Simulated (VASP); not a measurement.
# C (Pm-3m) in VASP: a series of runs

C is run at these levels: PBE; tasks: single point.

Program: VASP 6.6.1. These are calculated values, not measurements. Logs are shortened: lines on timing, memory, paths and dates and some standing lists are left out, and cuts for length are marked.

### Step 1. The cell of the first run

It takes space group Pm-3m (No. 221, cubic). Conventional cell: a = 1.621 Å, b = 1.621 Å, c = 1.621 Å, α = 90.00°, β = 90.00°, γ = 90.00°. Within 2.2 Å of C (site symmetry m-3m) lie 6 C at 1.62 Å.

### Step 2. Single point, PBE (volume scaled by 0.76)

The input, INCAR:

```
SYSTEM = C
PREC     = Accurate       ! precision mode
ENCUT    = 520            ! plane-wave cutoff, eV
EDIFF    = 1E-6           ! SCF threshold, eV
ISMEAR   = -1             ! smearing method
SIGMA    = 0.08           ! smearing width, eV
LREAL    = .False.        ! projectors in reciprocal space
LASPH    = .True.         ! aspherical terms in the spheres
NELM     = 80             ! most SCF steps
ALGO     = Normal         ! electronic algorithm
ISIF     = 2              ! what is computed and relaxed
LWAVE    = .False.        ! write WAVECAR
LCHARG   = .False.        ! write CHGCAR
GGA      = PE             ! functional
NBANDS   = 8              ! bands
```

The input, KPOINTS:

```
regular mesh
0
Gamma
  20 20 20
  0 0 0
```

The input, POSCAR:

```
C
1.0
    1.6209494202      0.0000000000      0.0000000000
    0.0000000000      1.6209494202      0.0000000000
    0.0000000000      0.0000000000      1.6209494202
C
1
Direct
    0.0000000000      0.0000000000      0.0000000000
```

Potentials or basis: VASP PAW PBE potentials, release 64 (C).

Launch:

```console
$ cat potpaw_PBE.64/C/POTCAR > POTCAR
$ mpirun -np 1 vasp_std > vasp.out
```

OUTCAR:

```text
SYSTEM = C
   PREC = Accurate
   ENCUT = 520
   EDIFF = 1E-6
   ISMEAR = -1
   LREAL = .False.
   LASPH = .True.
   NELM = 80
   ISIF = 2
   GGA = PE

 ion  position               nearest neighbor table
   1  0.000  0.000  0.000-

  LATTYP: Found a simple cubic cell.
 ALAT       =     1.6209494202

  Lattice vectors:

 A1 = (   1.6209494202,   0.0000000000,   0.0000000000)
 A2 = (   0.0000000000,   1.6209494202,   0.0000000000)
 A3 = (   0.0000000000,   0.0000000000,   1.6209494202)

Analysis of symmetry for initial positions (statically):
=====================================================================
 Subroutine PRICEL returns:
 Original cell was already a primitive cell.

 Routine SETGRP: Setting up the symmetry group for a
 simple cubic supercell.

 Subroutine GETGRP returns: Found 48 space group operations
 (whereof 48 operations were pure point group operations)
 out of a pool of 48 trial point group operations.

The static configuration has the point symmetry O_h .

Analysis of symmetry for dynamics (positions and initial velocities):
=====================================================================
 Subroutine PRICEL returns:
 Original cell was already a primitive cell.

 Routine SETGRP: Setting up the symmetry group for a
 simple cubic supercell.

 Subroutine GETGRP returns: Found 48 space group operations
 (whereof 48 operations were pure point group operations)
 out of a pool of 48 trial point group operations.

The dynamic configuration has the point symmetry O_h .

 Subroutine INISYM returns: Found 48 space group operations
 (whereof 48 operations are pure point group operations),
 and found     1 'primitive' translations

----------------------------------------------------------------------------------------

                                     Primitive cell

  volume of cell :       4.2590

  direct lattice vectors                    reciprocal lattice vectors
     1.620949420  0.000000000  0.000000000     0.616922396  0.000000000  0.000000000
     0.000000000  1.620949420  0.000000000     0.000000000  0.616922396  0.000000000
     0.000000000  0.000000000  1.620949420     0.000000000  0.000000000  0.616922396

  length of vectors
     1.620949420  1.620949420  1.620949420     0.616922396  0.616922396  0.616922396

  position of ions in fractional coordinates (direct lattice)
     0.000000000  0.000000000  0.000000000

  ion indices of the primitive-cell ions
   primitive index   ion index
                 1           1

----------------------------------------------------------------------------------------

 KPOINTS: regular mesh

Automatic generation of k-mesh.
 Grid dimensions read from file:
 generate k-points for:   20   20   20

 Generating k-lattice:

  Cartesian coordinates                     Fractional coordinates (reciprocal lattice)
     0.030846120  0.000000000  0.000000000     0.050000000  0.000000000  0.000000000
     0.000000000  0.030846120  0.000000000     0.000000000  0.050000000  0.000000000
     0.000000000  0.000000000  0.030846120     0.000000000  0.000000000  0.050000000

  Length of vectors
     0.030846120  0.030846120  0.030846120

  Shift w.r.t. Gamma in fractional coordinates (k-lattice)
     0.000000000  0.000000000  0.000000000

 Subroutine IBZKPT returns following result:
 ===========================================

 Found    286 irreducible k-points:

 Following reciprocal coordinates:
            Coordinates               Weight
  0.000000  0.000000  0.000000      1.000000
  0.050000  0.000000  0.000000      6.000000
  0.100000  0.000000  0.000000      6.000000
  0.150000  0.000000  0.000000      6.000000
  0.200000  0.000000  0.000000      6.000000
  0.250000  0.000000  0.000000      6.000000
[... 16 lines left out ...]
  0.150000  0.100000  0.000000     24.000000
  0.200000  0.100000  0.000000     24.000000
 [... further k-points ...]
   k-points           NKPTS =    286   k-points in BZ     NKDIM =    286   number of bands    NBANDS=      8
   number of dos      NEDOS =    301   number of ions     NIONS =      1
   total plane-waves  NPLWV =   1728
   dimension x,y,z NGX =    12 NGY =   12 NGZ =   12
   dimension x,y,z NGXF=    24 NGYF=   24 NGZF=   24
   ions per type =               1
   NGX,Y,Z   is equivalent  to a cutoff of  12.31, 12.31, 12.31 a.u.
   NGXF,Y,Z  is equivalent  to a cutoff of  24.61, 24.61, 24.61 a.u.
 SYSTEM =  C
   PREC   = accura    normal or accurate (medium, high low for compatibility)
   ISTART =      0    job   : 0-new  1-cont  2-samecut
   ICHARG =      2    charge: 1-file 2-atom 10-const
   ISPIN  =      1    spin polarized calculation?
   LNONCOLLINEAR =      F non collinear calculations
   LSORBIT =      F    spin-orbit coupling
   LASPH  =      T    aspherical Exc in radial PAW
   ENCUT  =  520.0 eV  38.22 Ry    6.18 a.u.   3.01  3.01  3.01*2*pi/ulx,y,z
   NELM   =     80;   NELMIN=  2; NELMDL= -5     # of ELM steps
   EDIFF  = 0.1E-05   stopping-criterion for ELM
   LREAL  =      F    real-space projection
   EDIFFG = 0.1E-04   stopping-criterion for IOM
   NSW    =      0    number of steps for IOM
   IBRION =     -1    ionic relax: 0-MD 1-quasi-New 2-CG
   NFREE  =      0    steps in history (QN), initial steepest desc. (CG)
   ISIF   =      2    stress and relaxation
   ISYM   =      2    0-nonsym 1-usesym 2-fastsym
   POTIM  = 0.5000    time-step for ionic-motion
   TEBEG  =    0.0;   TEEND  =   0.0 temperature during run
   PSTRESS=    0.0 pullay stress
   NELECT =       4.0000    total number of electrons
   NUPDOWN=      -1.0000    fix difference up-down
   EMIN   =  10.00;   EMAX   =-10.00  energy-range for DOS
   EFERMI =   0.00;   METHOD = LEGACY
   ISMEAR =    -1;   SIGMA  =   0.08  broadening in eV -4-tet -1-fermi 0-gaus
   EFERMI_NEDOS =   21; number of points for ismear=-14 and -15
   IALGO  =     38    algorithm
   IMIX   =      4    mixing-type and parameters
     AMIX     =   0.40;   BMIX     =  1.00
     AMIX_MAG =   1.60;   BMIX_MAG =  1.00
  volume/ion in A,a.u.               =       4.26        28.74
  Fermi-wavevector in a.u.,A,eV,Ry     =   1.603216  3.029639 34.971074  2.570301
  Thomas-Fermi vector in A             =   2.699914
   LORBIT       =      0    0 simple, 1 ext, 2 COOP (PROOUT), +10 PAW based schemes
   GGA     = PE    functional components
   LHFCALC =     F    Hartree Fock is set to
   AEXX    =    0.0000 exact exchange contribution
   IVDW    =     0    specifies the selected vdW correction
   LEPSILON=     F    determine dielectric tensor
   LRPA    =     F    only Hartree local field effects (RPA)
 non-spin polarized calculation
  energy-cutoff  :      520.00
  volume of cell :        4.26
 maximum number of plane-waves:       136
   NGX =  7   NGY =  7   NGZ =  7

 number of electron       4.0000001 magnetization

 Free energy of the ion-electron system (eV)
  ---------------------------------------------------
  ext. energy  EPLUGINS =         0.00000000
  ---------------------------------------------------
  free energy    TOTEN  =        -5.97546904 eV

  energy without entropy =       -5.97287246  energy(sigma->0) =       -5.97417075

 E-fermi :  15.8905     XC(G=0): -15.2164

 val. band max:       15.8104523236   @ k =   0.4500   0.4000   0.3000
 cond. band min:      15.9430699450   @ k =   0.5000   0.4000   0.3000
 fundamental gap:      0.1326176214
 Fermi energy:        15.8905344504

 k-point     1 :       0.0000    0.0000    0.0000
  band No.  band energies     occupation
      1     -11.0426      2.00000
      2      27.2732      0.00000
      3      27.2732      0.00000
      4      27.2732      0.00000
      5      43.9926      0.00000
      6      43.9926      0.00000
      7      54.1243      0.00000
      8      81.9728      0.00000

 k-point     2 :       0.0500    0.0000    0.0000
  band No.  band energies     occupation
      1     -10.9269      2.00000
      2      26.2584      0.00000
      3      27.3633      0.00000
      4      27.3633      0.00000
      5      44.1259      0.00000
      6      45.1278      0.00000
      7      54.0625      0.00000
      8      81.1916      0.00000

 k-point     3 :       0.1000    0.0000    0.0000
  band No.  band energies     occupation
      1     -10.5809      2.00000
      2      23.7941      0.00000
      3      27.6220      0.00000
      4      27.6220      0.00000
      5      44.5245      0.00000
      6      47.8898      0.00000
      7      53.9164      0.00000
      8      78.9465      0.00000

 k-point     4 :       0.1500    0.0000    0.0000
  band No.  band energies     occupation
      1     -10.0048      2.00000
      2      20.7205      0.00000
      3      28.0403      0.00000
      4      28.0403      0.00000
      5      45.1849      0.00000
      6      51.0769      0.00000
      7      54.0083      0.00000
      8      75.9105      0.00000

 k-point     5 :       0.2000    0.0000    0.0000
  band No.  band energies     occupation
      1      -9.1998      2.00000
      2      17.4759      0.00000
      3      28.5964      0.00000
      4      28.5964      0.00000
      5      46.0994      0.00000
      6      52.2920      0.00000
      7      56.1879      0.00000
      8      72.6360      0.00000
[... 177 lines left out ...]
 k-point    22 :       0.1000    0.1000    0.0000
  band No.  band energies     occupation
      1     -10.1199      2.00000
      2      23.0806      0.00000
      3      25.4212      0.00000
      4      27.9659      0.00000
      5      46.7888      0.00000
      6      49.8720      0.00000
      7      53.4340      0.00000
      8      76.0380      0.00000

 k-point    23 :       0.1500    0.1000    0.0000
  band No.  band energies     occupation
      1      -9.5445      2.00000
      2      20.6720      0.00000
      3      25.3196      0.00000
      4      28.3811      0.00000
      5      47.8235      0.00000
      6      52.2594      0.00000
      7      53.4782      0.00000
      8      73.2279      0.00000

 k-point    24 :       0.2000    0.1000    0.0000
  band No.  band energies     occupation
      1      -8.7405      2.00000
      2      17.6267      0.00000
      3      25.8164      0.00000
      4      28.9315      0.00000
      5      48.7942      0.00000
      6      51.7200      0.00000
      7      56.7081      0.00000
      8      70.2981      0.00000

 [... further k-points ...]
[... 5 lines left out ...]
  --------------------------------------------------------------------------------------
  -------------------------------------------------------------------------------------
  Total        3.9322676      3.9322676      3.9322676      0.0000000     -0.0000000      0.0000000
  in kB     1479.2625211   1479.2625211   1479.2625211      0.0000000     -0.0000000      0.0000000
  external PRESSURE =    1479.2625211 kB  Pullay stress =       0.0000000 kB

 VOLUME and BASIS-vectors are now :
 -----------------------------------------------------------------------------
  energy-cutoff  :      520.00
  volume of cell :        4.26
      direct lattice vectors                 reciprocal lattice vectors
     1.620949420  0.000000000  0.000000000     0.616922396  0.000000000  0.000000000
     0.000000000  1.620949420  0.000000000     0.000000000  0.616922396  0.000000000
     0.000000000  0.000000000  1.620949420     0.000000000  0.000000000  0.616922396

 POSITION                                       TOTAL-FORCE (eV/Angst)
 -----------------------------------------------------------------------------------
      0.00000      0.00000      0.00000         0.000000      0.000000      0.000000
 -----------------------------------------------------------------------------------
    total drift:                               -0.000000     -0.000000     -0.000000

  FREE ENERGIE OF THE ION-ELECTRON SYSTEM (eV)
  ---------------------------------------------------
  free  energy   TOTEN  =        -5.9754690376 eV

  energy  without entropy=       -5.9728724635  energy(sigma->0) =       -5.97417075
```

Wall time 4.1 s (1 thread of Intel Xeon 6975P-C (Granite Rapids), shared host); peak memory 0.1 GiB.

What came out:

```yaml
Free_energy: -5.9755 eV
Pressure: 147.9 GPa
Band_gap_on_the_k_mesh: zero (band 2 reaches 27.27 eV, above the bottom of band 3 at 14.18 eV)
```

### Step 3. Single point, PBE (volume scaled by 0.84)

The input, INCAR:

```
PREC = Accurate ; ENCUT = 520
EDIFF = 1E-7 ; ISMEAR = -1
SIGMA = 0.08 ; LREAL = False
LASPH = True ; NELM = 60
ALGO = Normal ; ISIF = 2
LWAVE = False ; LCHARG = False
GGA = PE ; NBANDS = 8
```

The input, KPOINTS:

```
regular mesh
0
Gamma
  20 20 20
```

The input, POSCAR:

```
C
1.0
    1.6759383079      0.0000000000      0.0000000000
    0.0000000000      1.6759383079      0.0000000000
    0.0000000000      0.0000000000      1.6759383079
C
1
Direct
    0.0000000000      0.0000000000      0.0000000000
```

Potentials or basis: VASP PAW PBE potentials, release 64 (C).

Launch:

```console
$ cat potpaw_PBE.64/C/POTCAR > POTCAR
$ mpirun -np 1 vasp_std > vasp.out
```

It took 3.9 s on 1 thread of Intel Xeon 6975P-C (Granite Rapids), shared host; peak memory 0.11 GiB.

The run converged. Its results:

| Item | Value |
| --- | --- |
| Free energy | -6.2790 eV |
| Pressure | 75.1 GPa |
| Band gap on the k mesh | zero (band 2 reaches 24.49 eV, above the bottom of band 3 at 11.96 eV) |

Levels at points of the mesh, in eV from the Fermi level:
```
           k point  band 1  band 2  band 3  band 4  band 5  band 6  band 7
(0.00, 0.00, 0.00)  -25.04   10.59   10.59   10.59   27.09   27.09   35.43
(0.50, 0.00, 0.00)  -14.65  -13.87   14.64   14.64   32.67   36.01   42.78
(0.50, 0.50, 0.00)   -7.43   -7.43   -1.94    7.45   17.93   45.99   45.99
(0.50, 0.50, 0.50)   -1.41   -1.41   -1.41   12.28   17.93   17.93   17.93
```
